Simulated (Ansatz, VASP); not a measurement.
## One calculation of Sr, two programs

Contents of INCAR:

```
SYSTEM = Sr
PREC     = Accurate       ! precision mode
ENCUT    = 520            ! plane-wave cutoff, eV
EDIFF    = 1E-7           ! SCF threshold, eV
ISMEAR   = -1             ! smearing method
SIGMA    = 0.1            ! smearing width, eV
LREAL    = .FALSE.        ! projectors in reciprocal space
LASPH    = .TRUE.         ! aspherical terms in the spheres
NELM     = 60             ! most SCF steps
ALGO     = Normal         ! electronic algorithm
ISIF     = 2              ! what is computed and relaxed
LWAVE    = .FALSE.        ! write WAVECAR
LCHARG   = .FALSE.        ! write CHGCAR
GGA      = RE             ! functional
NBANDS   = 22             ! bands
```

The input KPOINTS:

```
regular mesh
0
G
  6 6 9
  0 0 0
```

The input POSCAR:

```
Sr
1.0
    6.9545946380      0.0000000000      0.0000000000
   -3.4772973190      6.0228556296      0.0000000000
    0.0000000000      0.0000000000      4.1669360995
Sr
3
Direct
    0.0000000000      1.0000000000      0.0000000000
    0.3333333333      0.6666666667      0.5000000000
    0.6666666667      0.3333333333      0.5000000000
```

Input for Ansatz:

```yaml
crystal:
  lattice:
    - [6.954594638, 0.0, 0.0]
    - [-3.477297319, 6.0228556296, 0.0]
    - [0.0, 0.0, 4.1669360995]
  atoms:
    - { symbol: Sr, position: [0.0, 1.0, 0.0] }
    - { symbol: Sr, position: [0.3333333333, 0.6666666667, 0.5] }
    - { symbol: Sr, position: [0.6666666667, 0.3333333333, 0.5] }
hamiltonian:
  xc: revpbe
  pseudopotentials:
    kind: paw
    azcp:
      Sr: "pseudopotentials/Sr.paw.azcp"
basis:
  ecutwfc: 420
  fft_grid_basis: typed
kpoints:
  mp_grid: { grid: [6, 6, 9], shift: [0, 0, 0] }
magnetization:
  spin_polarized: false
scf:
  occupations: { method: fermi_dirac, width: 0.1 }
  lower_state_search: "off"
output:
  stress: true
```

Alike in both runs: task single point; functional revPBE; k mesh 6 × 6 × 9; occupations fermi-dirac, width 0.1 eV; no spin polarisation.

|  | VASP | Ansatz |
| --- | --- | --- |
| version | VASP 6.6.1 | Ansatz 0.2.0 |
| potentials or method | VASP PAW PBE potentials, release 64 (Sr_sv), cutoff 520 eV | plane waves (420 eV) with PAW, scalar-relativistic |
| valence electrons in the cell | 30 | 30 |

```tsv
	VASP	Ansatz	Ansatz less VASP
pressure (GPa)	0.0	0.0	-0.01
```

VASP's potentials were made for PBE, not for revPBE. The functional is the same, so the differences come from potentials, cutoffs and numerics.
